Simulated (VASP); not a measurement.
SiC (Moissanite):

```
Si C
1.0
     3.13633    0.00000    0.00000
    -1.56816    2.71614    0.00000
     0.00000    0.00000    5.14701
Si C
2 2
Direct
  0.66667 0.33333 0.50000
  0.33333 0.66667 0.00000
  0.66667 0.33333 0.88500
  0.33333 0.66667 0.38500
```

Base run:

- Program: VASP 6.6.1
- Functional: SVWN5
- Potentials or basis: VASP PAW PBE potentials, release 64 (Si, C)
- Cutoff: 520 eV
- k mesh: 10 × 10 × 5
- Occupations: fermi-dirac, width 0.05 eV
- Spin: no spin polarisation

Its results: band gap on the k mesh 2.39 eV, indirect (least direct gap 3.87 eV); pressure -14.1 GPa; largest force 0.655 eV/Å.

Q: The run is repeated on the same cell with these changes: functional from SVWN5 to r2SCAN. What comes out?

A: Band gap on the k mesh 2.89 eV, indirect (least direct gap 4.45 eV); pressure -11.8 GPa; largest force 0.684 eV/Å.

r2SCAN gives the wider gap, since meta-GGAs in the generalised Kohn-Sham scheme recover part of the derivative discontinuity.

Caveats: the PAW data sets were made with another functional, which shifts forces and pressure a little.

A k mesh can miss the band edges.
